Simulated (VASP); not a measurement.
RbBr, 2 atoms in the cell. It takes space group Fm-3m (No. 225, cubic). Conventional cell: a = 7.047 Å, b = 7.047 Å, c = 7.047 Å, α = 90.00°, β = 90.00°, γ = 90.00°. Rb (site symmetry m-3m) has 6 Br at 3.52 Å within 4.6 Å. Within 4.6 Å of Br (site symmetry m-3m) lie 6 Rb at 3.52 Å. 

```yaml
Program: VASP 6.6.1
Task: electric field gradients
Functional: LDA
Potentials_or_basis: VASP PAW LDA potentials, release 64 (Rb_sv, Br)
Cutoff: 520 eV
k_mesh: 6 × 6 × 6
Occupations: fermi-dirac, width 0.03 eV
Spin: no spin polarisation
Dipole_correction: no
Further_INCAR_settings: ALGO = Normal; EDIFF = 1e-08; NBANDS = 15
```

Potentials or basis: VASP PAW LDA potentials, release 64 (Rb_sv, Br).

Run with:

```console
$ cat potpaw_LDA.64/Rb_sv/POTCAR potpaw_LDA.64/Br/POTCAR > POTCAR
$ mpirun -np 1 vasp_std > vasp.out
```

Hardware: 1 thread of Intel Xeon 8259CL, with other jobs on the host.

Question: Estimate the wall time of this run.

Answer: Run time: 72 s on 1 thread of Intel Xeon 8259CL (shared host), peak memory 0.2 GiB. Counts: scf iterations 14, k points 16.
